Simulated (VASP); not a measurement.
# NaF in VASP: further runs, part 2 of 2

VASP 6.6.1.

### 3 Single point, PBEsol

File INCAR:

```
PREC = Accurate
ENCUT = 520
EDIFF = 1E-6
ISMEAR = 0
SIGMA = 0.01
LREAL = False
LASPH = True
NELM = 60
ALGO = Normal
ISIF = 2
LWAVE = False
LCHARG = True
GGA = PS
LELF = True
LVHAR = True
NBANDS = 14
```

File KPOINTS:

```
Automatic mesh
0
Gamma
  10 10 10
```

File POSCAR:

```
NaF
1.0
    0.0000000000      2.3266736243      2.3266736243
    2.3266736243      0.0000000000      2.3266736243
    2.3266736243      2.3266736243      0.0000000000
Na F
1 1
Direct
    0.0000000000      0.0000000000      0.0000000000
    0.5000000000      0.5000000000      0.5000000000
```

Potentials or basis: VASP PAW PBE potentials, release 64 (Na_pv, F).

Launch:

```sh
$ cat potpaw_PBE.64/Na_pv/POTCAR potpaw_PBE.64/F/POTCAR > POTCAR
$ mpirun -np 1 vasp_std > vasp.out
```

OUTCAR:

```text
PREC = Accurate
   ENCUT = 520
   EDIFF = 1E-6
   ISMEAR = 0
   LREAL = False
   LASPH = True
   NELM = 60
   ISIF = 2
   GGA = PS

 ion  position               nearest neighbor table
   1  0.000  0.000  0.000-   2 2.33   2 2.33   2 2.33   2 2.33   2 2.33   2 2.33
   2  0.500  0.500  0.500-   1 2.33   1 2.33   1 2.33   1 2.33   1 2.33   1 2.33

  LATTYP: Found a face centered cubic cell.
 ALAT       =     4.6533472486

  Lattice vectors:

 A1 = (   0.0000000000,   2.3266736243,   2.3266736243)
 A2 = (   2.3266736243,   0.0000000000,   2.3266736243)
 A3 = (   2.3266736243,   2.3266736243,   0.0000000000)

Analysis of symmetry for initial positions (statically):
=====================================================================
 Subroutine PRICEL returns:
 Original cell was already a primitive cell.

 Routine SETGRP: Setting up the symmetry group for a
 face centered cubic supercell.

 Subroutine GETGRP returns: Found 48 space group operations
 (whereof 48 operations were pure point group operations)
 out of a pool of 48 trial point group operations.

The static configuration has the point symmetry O_h .

Analysis of symmetry for dynamics (positions and initial velocities):
=====================================================================
 Subroutine PRICEL returns:
 Original cell was already a primitive cell.

 Routine SETGRP: Setting up the symmetry group for a
 face centered cubic supercell.

 Subroutine GETGRP returns: Found 48 space group operations
 (whereof 48 operations were pure point group operations)
 out of a pool of 48 trial point group operations.

The dynamic configuration has the point symmetry O_h .

 Subroutine INISYM returns: Found 48 space group operations
 (whereof 48 operations are pure point group operations),
 and found     1 'primitive' translations

----------------------------------------------------------------------------------------

                                     Primitive cell

  volume of cell :      25.1905

  direct lattice vectors                    reciprocal lattice vectors
     0.000000000  2.326673624  2.326673624    -0.214899071  0.214899071  0.214899071
[... 119 lines left out ...]
  energy-cutoff  :      520.00
  volume of cell :       25.19
 maximum number of plane-waves:       700
   NGX = 13   NGY = 13   NGZ = 13

 number of electron      13.9999983 magnetization

 Free energy of the ion-electron system (eV)
  ---------------------------------------------------
  ext. energy  EPLUGINS =         0.00000000
  ---------------------------------------------------
  free energy    TOTEN  =        -8.76839928 eV

  energy without entropy =       -8.76839928  energy(sigma->0) =       -8.76839928

 E-fermi :  -2.1862     XC(G=0):  -9.2717

 val. band max:       -2.2288556321   @ k =   0.0000   0.0000   0.0000
 cond. band min:       3.8675274077   @ k =   0.0000   0.0000   0.0000
 fundamental gap:      6.0963830398
 Fermi energy:        -2.1862159904

 k-point     1 :       0.0000    0.0000    0.0000
  band No.  band energies     occupation
      1     -21.2641      2.00000
      2     -21.0360      2.00000
      3     -21.0360      2.00000
      4     -21.0360      2.00000
      5      -2.2289      2.00000
      6      -2.2289      2.00000
      7      -2.2289      2.00000
      8       3.8675      0.00000
      9      16.5266      0.00000
     10      16.5266      0.00000
     11      16.5266      0.00000
     12      19.1836      0.00000
     13      21.5569      0.00000
     14      21.5569      0.00000
[... 377 lines left out ...]
      1     -21.5236      2.00000
      2     -21.0832      2.00000
      3     -21.0754      2.00000
      4     -20.6541      2.00000
      5      -3.4076      2.00000
      6      -2.6112      2.00000
      7      -2.5551      2.00000
      8       8.1147      0.00000
      9      11.3645      0.00000
     10      14.2628      0.00000
     11      17.1073      0.00000
     12      17.1429      0.00000
     13      22.9049      0.00000
     14      24.1726      0.00000

 [... further k-points ...]

------------------------ aborting loop because EDIFF is reached ----------------------------------------

  FORCE on cell =-STRESS in cart. coord.  units (eV):
  Direction    XX          YY          ZZ          XY          YZ          ZX
  --------------------------------------------------------------------------------------
  -------------------------------------------------------------------------------------
  Total       -0.1301618     -0.1301618     -0.1301618      0.0000000      0.0000000      0.0000000
  in kB       -8.2786157     -8.2786157     -8.2786157      0.0000000      0.0000000      0.0000000
  external PRESSURE =      -8.2786157 kB  Pullay stress =       0.0000000 kB

 VOLUME and BASIS-vectors are now :
 -----------------------------------------------------------------------------
  energy-cutoff  :      520.00
  volume of cell :       25.19
      direct lattice vectors                 reciprocal lattice vectors
     0.000000000  2.326673624  2.326673624    -0.214899071  0.214899071  0.214899071
     2.326673624  0.000000000  2.326673624     0.214899071 -0.214899071  0.214899071
     2.326673624  2.326673624  0.000000000     0.214899071  0.214899071 -0.214899071

 POSITION                                       TOTAL-FORCE (eV/Angst)
 -----------------------------------------------------------------------------------
      0.00000      0.00000      0.00000        -0.000000      0.000000      0.000000
      2.32667      2.32667      2.32667         0.000000     -0.000000     -0.000000
 -----------------------------------------------------------------------------------
    total drift:                                0.000000     -0.000000      0.000000

  FREE ENERGIE OF THE ION-ELECTRON SYSTEM (eV)
  ---------------------------------------------------
  free  energy   TOTEN  =        -8.7683992829 eV

  energy  without entropy=       -8.7683992829  energy(sigma->0) =       -8.76839928
```

OSZICAR:

```text
N       E                     dE             d eps       ncg     rms          rms(c)
DAV:   1     0.994094219775E+02    0.99409E+02   -0.75879E+03  1348   0.119E+03
DAV:   2    -0.474529453878E+01   -0.10415E+03   -0.97433E+02  1424   0.330E+02
DAV:   3    -0.950451853445E+01   -0.47592E+01   -0.47507E+01  1634   0.648E+01
DAV:   4    -0.954031329506E+01   -0.35795E-01   -0.35793E-01  1508   0.607E+00
DAV:   5    -0.954067853938E+01   -0.36524E-03   -0.36524E-03  1628   0.614E-01    0.491E+00
DAV:   6    -0.878400576613E+01    0.75667E+00   -0.26280E+00  1574   0.144E+01    0.182E+00
DAV:   7    -0.876913272337E+01    0.14873E-01   -0.28948E-02  1340   0.209E+00    0.103E+00
DAV:   8    -0.876802103562E+01    0.11117E-02   -0.26066E-02  1424   0.350E+00    0.152E-01
DAV:   9    -0.876851987390E+01   -0.49884E-03   -0.42599E-03  1634   0.631E-01    0.119E-01
DAV:  10    -0.876839721950E+01    0.12265E-03   -0.10283E-03  1502   0.356E-01    0.168E-02
DAV:  11    -0.876839890724E+01   -0.16877E-05   -0.48469E-05  1526   0.138E-01    0.689E-03
DAV:  12    -0.876839928289E+01   -0.37564E-06   -0.62594E-06  1556   0.310E-02
   1 F= -.87683993E+01 E0= -.87683993E+01  d E =-.214699E-12
```

Run time: 15 s. Hardware: 1 thread of Intel Xeon 8259CL, shared host; peak memory 0.14 GiB.

Results:

```yaml
Free_energy: -8.7684 eV
Pressure: -0.8 GPa
Band_gap_on_the_k_mesh: 6.10 eV
```

Caveat: the PAW data sets were made with another functional, which shifts forces and pressure a little. A k mesh can miss the band edges.

### 4 Single point, PBEsol (z stretched by -0.5 %, x and y held)

File INCAR:

```
PREC = Accurate
ENCUT = 520
EDIFF = 1E-6
ISMEAR = 0
SIGMA = 0.01
LREAL = False
LASPH = True
NELM = 100
ALGO = Normal
ISIF = 2
LWAVE = False
LCHARG = False
GGA = PS
NBANDS = 14
```

KPOINTS is that of step 3.

File POSCAR:

```
NaF
1.0
    0.0000000000      2.3150981336      2.3035226430
    2.3150981336      0.0000000000      2.3035226430
    2.3150981336      2.3150981336      0.0000000000
Na F
1 1
Direct
    0.0000000000      0.0000000000      0.0000000000
    0.5000000000      0.5000000000      0.5000000000
```

Launch:

```sh
$ cat potpaw_PBE.64/Na_pv/POTCAR potpaw_PBE.64/F/POTCAR > POTCAR
$ mpirun -np 1 vasp_std > vasp.out
```

Wall time 25 s (1 thread of Intel Xeon 8259CL, shared host); peak memory 0.15 GiB.

Results (log left out):

- Free energy: -8.7684 eV
- Pressure: 0.1 GPa
- Band gap on the k mesh: 6.20 eV

Stress tensor (GPa, compression positive):
```
-0.01  0.00  0.00
 0.00 -0.01  0.00
 0.00  0.00  0.42
```

Levels at points of the mesh, in eV from the valence-band top:
```
           k point  band 5  band 6  band 7  band 8  band 9  band 10
(0.00, 0.00, 0.00)    0.00    0.00    0.00    6.20   18.88    18.88
(0.50, 0.00, 0.00)   -1.64   -0.26   -0.26   10.65   12.40    20.01
(0.50, 0.50, 0.00)   -1.31   -0.42   -0.42   13.08   13.09    13.61
(0.50, 0.00, 0.50)   -1.31   -0.42   -0.41   13.02   13.13    13.59
```

Caveat: the cell differs from its parent crystal (z stretched by -0.5 %, x and y held); the PAW data sets were made with another functional, which shifts forces and pressure a little. A k mesh can miss the band edges.
